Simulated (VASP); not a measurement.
Input of a VASP 6.6.1 run:

INCAR

```
SYSTEM = GeSb4Te4
PREC = Accurate
ENCUT = 600
EDIFF = 1E-6
ISMEAR = 0
SIGMA = 0.1
LREAL = .FALSE.
LASPH = .TRUE.
NELM = 80
ALGO = Normal
ISIF = 4
LWAVE = .FALSE.
LCHARG = .FALSE.
GGA = PS
IBRION = 2
NSW = 50
EDIFFG = -0.01
```

The input KPOINTS:

```
regular mesh
0
G
  12 12 2
  0 0 0
```

The input POSCAR:

```
GeSb4Te4
1.0
    4.3088564467      0.0000000000      0.0000000000
   -2.1544282233      3.7315791441      0.0000000000
    0.0000000000      0.0000000000     17.1751008394
Ge Sb Te
1 4 4
Direct
    0.0000000000      0.0000000000      0.0000000000
    0.3333333333      0.6666666667      0.5458633036
    0.6666666667      0.3333333333      0.4541366964
    0.6666666667      0.3333333333      0.7873570402
    0.3333333333      0.6666666667      0.2126429598
    0.3333333333      0.6666666667      0.9032211307
    0.6666666667      0.3333333333      0.0967788693
    0.0000000000      0.0000000000      0.6867444281
    0.0000000000      0.0000000000      0.3132555719
```

Potentials or basis: VASP PAW PBE potentials, release 64 (Ge_d, Sb, Te).

Command:

```console
$ cat potpaw_PBE.64/Ge_d/POTCAR potpaw_PBE.64/Sb/POTCAR potpaw_PBE.64/Te/POTCAR > POTCAR
$ mpirun -np 1 vasp_std > vasp.out
```

**Question.** What does it give for the band gap on the k mesh?

**Answer.** 0.08 eV (least direct gap 0.10 eV).

The path:
```tsv
step	energy change (eV)	largest force (eV/Å)	pressure (GPa)	volume (Å³)
1	0.0000	0.1299	-1.50	276.16
2	-0.0023	0.0862	-1.42	276.16
3	-0.0033	0.0393	-1.33	276.16
4	-0.0033	0.0358	-1.31	276.16
5	-0.0038	0.0358	-1.31	276.16
6	-0.0044	0.0350	-1.28	276.16
7	-0.0042	0.0587	-1.22	276.16
8	-0.0045	0.0344	-1.25	276.16
9	-0.0049	0.0309	-1.24	276.16
10	-0.0052	0.0312	-1.23	276.16
11	-0.0051	0.0615	-1.20	276.16
12	-0.0053	0.0320	-1.22	276.16
13	-0.0056	0.0218	-1.21	276.16
14	-0.0058	0.0115	-1.20	276.16
15	-0.0058	0.0154	-1.18	276.16
16	-0.0059	0.0034	-1.19	276.16
```

Caveat: the PAW data sets were made with another functional, which shifts forces and pressure a little; spin-orbit coupling is left out, which moves the levels of the heavy elements. A k mesh can miss the band edges.
